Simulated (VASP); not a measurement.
# Al (P1) in VASP: a series of runs

The runs below take Al through single point, with r2SCAN.

Program: VASP 6.6.1. These are calculated values, not measurements. Logs are shortened: lines on timing, memory, paths and dates and some standing lists are left out, and cuts for length are marked.

## (1) The cell of the first run

The typed cell holds 4 atoms: a = 2.822 Å, b = 2.822 Å, c = 9.171 Å, α = 90.00°, β = 90.00°, γ = 120.00°.

## (2) Single point, r2SCAN

Input file POSCAR:

```
Al
1.0
    2.8223603251      0.0000000000      0.0000000000
   -1.4111801626      2.4442326468      0.0000000000
    0.0000000000      0.0000000000      9.1706544289
Al
4
Direct
    0.0077000000      0.9959600000      0.0011900000
    0.3395200000      0.6689000000      0.2498400000
    0.9988900000      0.0001700000      0.4998700000
    0.6729200000      0.3389000000      0.7509600000
```

Input file INCAR.step1:

```
SYSTEM = Al
ALGO     = Normal         ! electronic algorithm
EDIFF    = 1E-4           ! SCF threshold, eV
ENCUT    = 520            ! plane-wave cutoff, eV
GGA      = PE             ! functional
ISMEAR   = -1             ! smearing method
LASPH    = .TRUE.         ! aspherical terms in the spheres
LCHARG   = .FALSE.        ! write CHGCAR
LREAL    = .FALSE.        ! projectors in reciprocal space
LWAVE    = .TRUE.         ! write WAVECAR
NBANDS   = 14             ! bands
NELM     = 60             ! most SCF steps
PREC     = Accurate       ! precision mode
SIGMA    = 0.15           ! smearing width, eV
```

Input file INCAR.step2:

```
SYSTEM = Al
ALGO     = Normal         ! electronic algorithm
EDIFF    = 1E-6           ! SCF threshold, eV
ENCUT    = 520            ! plane-wave cutoff, eV
ISIF     = 2              ! what is computed and relaxed
ISMEAR   = -1             ! smearing method
ISTART   = 1            
LASPH    = .TRUE.         ! aspherical terms in the spheres
LCHARG   = .FALSE.        ! write CHGCAR
LMIXTAU  = .TRUE.       
LREAL    = .FALSE.        ! projectors in reciprocal space
LWAVE    = .FALSE.        ! write WAVECAR
METAGGA  = R2SCAN         ! meta-GGA
NBANDS   = 14             ! bands
NELM     = 60             ! most SCF steps
PREC     = Accurate       ! precision mode
SIGMA    = 0.15           ! smearing width, eV
```

Input file KPOINTS:

```
k-points
0
G
  6 6 2
  0 0 0
```

Potentials or basis: VASP PAW PBE potentials, release 64 (Al).

Run with:

```sh
$ cat potpaw_PBE.64/Al/POTCAR > POTCAR
$ cp INCAR.step1 INCAR
$ mpirun -np 1 vasp_std > vasp.out
$ cp INCAR.step2 INCAR
$ mpirun -np 1 vasp_std > vasp.out
```

OUTCAR:

```text
SYSTEM = Al
   EDIFF = 1E-6
   ENCUT = 520
   ISIF = 2
   ISMEAR = -1
   ISTART = 1
   LASPH = .TRUE.
   LREAL = .FALSE.
   METAGGA = R2SCAN
   NELM = 60
   PREC = Accurate

 ion  position               nearest neighbor table
   1  0.008  0.996  0.001-   2 2.79   4 2.80   2 2.80   2 2.81   4 2.81   4 2.83
   2  0.340  0.669  0.250-   1 2.79   3 2.80   1 2.80   1 2.81   3 2.82   3 2.82
   3  0.999  0.000  0.500-   2 2.80   4 2.81   2 2.82   4 2.82   2 2.82   4 2.83
   4  0.673  0.339  0.751-   1 2.80   1 2.81   3 2.81   3 2.82   1 2.83   3 2.83

  LATTYP: Found a hexagonal cell.
 ALAT       =     2.8223603251
 C/A-ratio  =     3.2492854819

  Lattice vectors:

 A1 = (   2.8223603251,   0.0000000000,   0.0000000000)
 A2 = (  -1.4111801626,   2.4442326468,   0.0000000000)
 A3 = (   0.0000000000,   0.0000000000,   9.1706544289)

Analysis of symmetry for initial positions (statically):
=====================================================================
 Subroutine PRICEL returns:
 Original cell was already a primitive cell.

 Routine SETGRP: Setting up the symmetry group for a
 hexagonal supercell.

 Subroutine GETGRP returns: Found  1 space group operations
 (whereof  1 operations were pure point group operations)
 out of a pool of 24 trial point group operations.

The static configuration has the point symmetry C_1 .

Analysis of symmetry for dynamics (positions and initial velocities):
=====================================================================
 Subroutine PRICEL returns:
 Original cell was already a primitive cell.

 Routine SETGRP: Setting up the symmetry group for a
 hexagonal supercell.

 Subroutine GETGRP returns: Found  1 space group operations
 (whereof  1 operations were pure point group operations)
 out of a pool of 24 trial point group operations.

The dynamic configuration has the point symmetry C_1 .

 Subroutine INISYM returns: Found  1 space group operations
 (whereof  1 operations are pure point group operations),
 and found     1 'primitive' translations

----------------------------------------------------------------------------------------

                                     Primitive cell

  volume of cell :      63.2638

  direct lattice vectors                    reciprocal lattice vectors
     2.822360325  0.000000000  0.000000000     0.354313371  0.204563179  0.000000000
    -1.411180163  2.444232647  0.000000000     0.000000000  0.409126358  0.000000000
     0.000000000  0.000000000  9.170654429     0.000000000  0.000000000  0.109043472

  length of vectors
     2.822360325  2.822357646  9.170654429     0.409125969  0.409126358  0.109043472

  position of ions in fractional coordinates (direct lattice)
     0.007700000  0.995960000  0.001190000
     0.339520000  0.668900000  0.249840000
     0.998890000  0.000170000  0.499870000
     0.672920000  0.338900000  0.750960000

  ion indices of the primitive-cell ions
   primitive index   ion index
                 1           1
                 2           2
                 3           3
                 4           4

----------------------------------------------------------------------------------------

 KPOINTS: k-points

Automatic generation of k-mesh.
 Grid dimensions read from file:
 generate k-points for:    6    6    2

 Generating k-lattice:

  Cartesian coordinates                     Fractional coordinates (reciprocal lattice)
     0.059052228  0.034093863  0.000000000     0.166666667  0.000000000  0.000000000
     0.000000000  0.068187726  0.000000000     0.000000000  0.166666667  0.000000000
     0.000000000  0.000000000  0.054521736     0.000000000  0.000000000  0.500000000

  Length of vectors
     0.068187662  0.068187726  0.054521736

  Shift w.r.t. Gamma in fractional coordinates (k-lattice)
     0.000000000  0.000000000  0.000000000

 Subroutine IBZKPT returns following result:
 ===========================================

 Found     40 irreducible k-points:

 Following reciprocal coordinates:
            Coordinates               Weight
  0.000000  0.000000  0.000000      1.000000
  0.166667  0.000000  0.000000      2.000000
  0.000000  0.166667  0.000000      2.000000
 -0.166667  0.166667  0.000000      2.000000
  0.333333  0.000000  0.000000      2.000000
  0.000000  0.333333  0.000000      2.000000
[... 16 lines left out ...]
  0.000000  0.166667  0.500000      2.000000
 -0.166667  0.166667  0.500000      2.000000
 [... further k-points ...]
   k-points           NKPTS =     40   k-points in BZ     NKDIM =     40   number of bands    NBANDS=     14
   number of dos      NEDOS =    301   number of ions     NIONS =      4
   total plane-waves  NPLWV =  40320
   dimension x,y,z NGX =    24 NGY =   24 NGZ =   70
   dimension x,y,z NGXF=    48 NGYF=   48 NGZF=  140
   ions per type =               4
   NGX,Y,Z   is equivalent  to a cutoff of  14.14, 14.14, 12.69 a.u.
   NGXF,Y,Z  is equivalent  to a cutoff of  28.27, 28.27, 25.38 a.u.
 SYSTEM =  Al
   PREC   = accura    normal or accurate (medium, high low for compatibility)
   ISTART =      1    job   : 0-new  1-cont  2-samecut
   ICHARG =      0    charge: 1-file 2-atom 10-const
   ISPIN  =      1    spin polarized calculation?
   LNONCOLLINEAR =      F non collinear calculations
   LSORBIT =      F    spin-orbit coupling
   LASPH  =      T    aspherical Exc in radial PAW
   ENCUT  =  520.0 eV  38.22 Ry    6.18 a.u.   5.25  5.25 17.05*2*pi/ulx,y,z
   NELM   =     60;   NELMIN=  2; NELMDL=  0     # of ELM steps
   EDIFF  = 0.1E-05   stopping-criterion for ELM
   LREAL  =      F    real-space projection
   EDIFFG = 0.1E-04   stopping-criterion for IOM
   NSW    =      0    number of steps for IOM
   IBRION =     -1    ionic relax: 0-MD 1-quasi-New 2-CG
   NFREE  =      0    steps in history (QN), initial steepest desc. (CG)
   ISIF   =      2    stress and relaxation
   ISYM   =      2    0-nonsym 1-usesym 2-fastsym
   POTIM  = 0.5000    time-step for ionic-motion
   TEBEG  =    0.0;   TEEND  =   0.0 temperature during run
   PSTRESS=    0.0 pullay stress
   NELECT =      12.0000    total number of electrons
   NUPDOWN=      -1.0000    fix difference up-down
   EMIN   =  10.00;   EMAX   =-10.00  energy-range for DOS
   EFERMI =   0.00;   METHOD = LEGACY
   ISMEAR =    -1;   SIGMA  =   0.15  broadening in eV -4-tet -1-fermi 0-gaus
   EFERMI_NEDOS =   21; number of points for ismear=-14 and -15
   IALGO  =     38    algorithm
   IMIX   =      4    mixing-type and parameters
     AMIX     =   0.40;   BMIX     =  1.00
     AMIX_MAG =   1.60;   BMIX_MAG =  1.00
  volume/ion in A,a.u.               =      15.82       106.73
  Fermi-wavevector in a.u.,A,eV,Ry     =   0.940626  1.777525 12.038116  0.884777
  Thomas-Fermi vector in A             =   2.068056
   LORBIT       =      0    0 simple, 1 ext, 2 COOP (PROOUT), +10 PAW based schemes
   METAGGA = R2SCAN    functional components
   LHFCALC =     F    Hartree Fock is set to
   AEXX    =    0.0000 exact exchange contribution
   IVDW    =     0    specifies the selected vdW correction
   LEPSILON=     F    determine dielectric tensor
   LRPA    =     F    only Hartree local field effects (RPA)
 non-spin polarized calculation
  energy-cutoff  :      520.00
  volume of cell :       63.26
 maximum number of plane-waves:      1716
 NGX is ok and might be reduce to    24
   NGX = 11   NGY = 11   NGZ = 35

 number of electron      12.0000000 magnetization

 Free energy of the ion-electron system (eV)
  ---------------------------------------------------
  ext. energy  EPLUGINS =         0.00000000
  ---------------------------------------------------
  free energy    TOTEN  =       -26.98589511 eV

  energy without entropy =      -26.88504576  energy(sigma->0) =      -26.93547044

 E-fermi :   8.4482     XC(G=0): -11.0697

 val. band max:        8.2643239982   @ k =   0.0000   0.1667   0.5000
 cond. band min:       8.6318842608   @ k =  -0.3333   0.5000   0.0000
 fundamental gap:      0.3675602627
 Fermi energy:         8.4482254587

 k-point     1 :       0.0000    0.0000    0.0000
  band No.  band energies     occupation
      1      -3.6838      2.00000
      2      -1.8297      2.00000
      3      -1.8216      2.00000
      4       3.3257      2.00000
      5       3.9296      2.00000
      6      12.3173      0.00000
      7      12.3216      0.00000
      8      20.1263      0.00000
      9      20.1290      0.00000
     10      20.2297      0.00000
     11      20.2310      0.00000
     12      21.1965      0.00000
     13      21.1973      0.00000
     14      21.3335      0.00000

 k-point     2 :       0.1667    0.0000    0.0000
  band No.  band energies     occupation
      1      -2.9545      2.00000
      2      -1.1104      2.00000
      3      -1.1022      2.00000
      4       4.0044      2.00000
      5       4.6235      2.00000
      6      12.6752      0.00000
      7      12.8445      0.00000
      8      14.1516      0.00000
      9      15.4296      0.00000
     10      15.6103      0.00000
     11      17.0831      0.00000
     12      18.4725      0.00000
     13      18.6533      0.00000
     14      18.6645      0.00000

 k-point     3 :       0.0000    0.1667    0.0000
  band No.  band energies     occupation
      1      -2.9545      2.00000
      2      -1.1104      2.00000
      3      -1.1022      2.00000
      4       4.0044      2.00000
      5       4.6234      2.00000
      6      12.6780      0.00000
      7      12.8448      0.00000
      8      14.1481      0.00000
      9      15.4314      0.00000
     10      15.6095      0.00000
     11      17.0834      0.00000
     12      18.4733      0.00000
     13      18.6538      0.00000
     14      18.6652      0.00000
[... 324 lines left out ...]
 k-point    23 :       0.0000    0.1667    0.5000
  band No.  band energies     occupation
      1      -2.5091      2.00000
      2      -2.4707      2.00000
      3       1.1536      2.00000
      4       1.1802      2.00000
      5       8.2438      1.59237
      6       8.2643      1.54624
      7      14.2113      0.00000
      8      14.2622      0.00000
      9      17.2804      0.00000
     10      17.3083      0.00000
     11      17.4544      0.00000
     12      17.4998      0.00000
     13      18.0241      0.00000
     14      18.0619      0.00000

 k-point    24 :      -0.1667    0.1667    0.5000
  band No.  band energies     occupation
      1      -2.5091      2.00000
      2      -2.4707      2.00000
      3       1.1536      2.00000
      4       1.1802      2.00000
      5       8.2445      1.59094
      6       8.2637      1.54777
      7      14.2158      0.00000
      8      14.2507      0.00000
      9      17.2796      0.00000
     10      17.3078      0.00000
     11      17.4545      0.00000
     12      17.4970      0.00000
     13      18.0375      0.00000
     14      18.0691      0.00000

 [... further k-points ...]

------------------------ aborting loop because EDIFF is reached ----------------------------------------

  FORCE on cell =-STRESS in cart. coord.  units (eV):
  Direction    XX          YY          ZZ          XY          YZ          ZX
  --------------------------------------------------------------------------------------
  -------------------------------------------------------------------------------------
  Total        0.0709638      0.0853318      1.0856701      0.0043499      0.0007231      0.0040441
  in kB        1.7971822      2.1610567     27.4949621      0.1101636      0.0183118      0.1024190
  external PRESSURE =      10.4844004 kB  Pullay stress =       0.0000000 kB

 VOLUME and BASIS-vectors are now :
 -----------------------------------------------------------------------------
  energy-cutoff  :      520.00
  volume of cell :       63.26
      direct lattice vectors                 reciprocal lattice vectors
     2.822360325  0.000000000  0.000000000     0.354313371  0.204563179  0.000000000
    -1.411180163  2.444232647  0.000000000     0.000000000  0.409126358  0.000000000
     0.000000000  0.000000000  9.170654429     0.000000000  0.000000000  0.109043472

 POSITION                                       TOTAL-FORCE (eV/Angst)
 -----------------------------------------------------------------------------------
     -1.38375      2.43436      0.01091        -0.012945      0.023899     -0.054224
      0.01431      1.63495      2.29120        -0.002931     -0.013219      0.046395
      2.81899      0.00042      4.58414         0.012419      0.014799      0.035729
      1.42097      0.82835      6.88679         0.003457     -0.025479     -0.027899
 -----------------------------------------------------------------------------------
    total drift:                                0.000308      0.000308      0.000720

  FREE ENERGIE OF THE ION-ELECTRON SYSTEM (eV)
  ---------------------------------------------------
  free  energy   TOTEN  =       -26.9858951110 eV

  energy  without entropy=      -26.8850457617  energy(sigma->0) =      -26.93547044
```

It took 4.3 min on 1 thread of AMD EPYC 7R13, shared host; peak memory 0.17 GiB.

Results:

```
Free energy            : -26.9859 eV
Pressure               : 1.0 GPa
Largest force          : 0.061 eV/Å
Band gap on the k mesh : zero (bands 6 and 7 overlap by 5.65 eV)
```

Forces on the atoms (eV/Å):
```
Al  -0.013  0.024 -0.054
Al  -0.003 -0.013  0.046
Al   0.012  0.015  0.036
Al   0.003 -0.025 -0.028
```

Caveat: the k points lie up to 0.43 Å⁻¹ apart, too coarse for converged energies and pressures of a metal; the PAW data sets were made with another functional, which shifts forces and pressure a little.

[end of part 1 of 2]

The gap in the log of VASP goes by the Fermi energy; the results here count the filled bands.